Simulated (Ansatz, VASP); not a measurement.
## Two plane-wave programs on NaI

Contents of INCAR:

```
PREC = Accurate ; ENCUT = 520
EDIFF = 1E-6 ; ISMEAR = 0
SIGMA = 0.05 ; LREAL = False
LASPH = True ; NELM = 100
ALGO = Normal ; ISIF = 2
LWAVE = False ; LCHARG = False
GGA = PE ; NBANDS = 14
```

File KPOINTS:

```
Automatic mesh
0
Gamma
  6 6 6
```

The input POSCAR:

```
NaI
1.0
    0.0000000000      3.2364000000      3.2364000000
    3.2364000000      0.0000000000      3.2364000000
    3.2364000000      3.2364000000      0.0000000000
Na I
1 1
Direct
    0.0000000000      0.0000000000      0.0000000000
    0.5193115808      0.4806884192      0.5193115808
```

Input for Ansatz:

```yaml
crystal:
  lattice:
    - [0.0, 3.2364, 3.2364]
    - [3.2364, 0.0, 3.2364]
    - [3.2364, 3.2364, 0.0]
  atoms:
    - { symbol: Na, position: [0.0, 0.0, 0.0] }
    - { symbol: I, position: [0.5193115808, 0.4806884192, 0.5193115808] }
basis:
  ecutwfc: 420
kpoints:
  mp_grid: { grid: [6, 6, 6] }
hamiltonian:
  xc: pbe
scf:
  occupations: { method: gaussian, width: 0.05 }
output:
  forces: true
  stress: true
  eigenvalues: true
```

Change from the starting cell: all I atoms moved +0.125 Å, as atom 2 along Cartesian [0 1 0].

Alike in both runs: task single point; functional PBE; k mesh 6 × 6 × 6; occupations gaussian, width 0.05 eV; no spin polarisation.

```csv
,VASP,Ansatz
version,VASP 6.6.1,Ansatz 0.2.0
potentials or method,"VASP PAW PBE potentials, release 64 (Na_pv, I), cutoff 520 eV","scalar-relativistic, plane waves, PAW"
valence electrons in the cell,14,26
```

|  | VASP | Ansatz | Ansatz less VASP |
| --- | --- | --- | --- |
| gap on the k mesh at the Fermi level (eV) | 3.64 | 3.65 | +0.004 |
| least direct gap on the mesh (eV) | 3.64 | 3.65 | +0.004 |
| pressure (GPa) | 0.5 | 0.5 | -0.02 |
| traceless stress, the component that is largest in VASP (GPa) | 0.20 | 0.20 | -0.002 |
| rms of the force components (eV/Å) | 0.069 | 0.068 | -0.0006 |

Atom by atom the forces differ by 0.001 eV/Å (rms over components). The functional is the same, so the differences come from potentials, cutoffs and numerics. VASP's potentials hold 14 valence electrons a cell and Ansatz's 26, so a difference there can come from the potentials and not from the codes.

Spin-orbit coupling is off throughout.
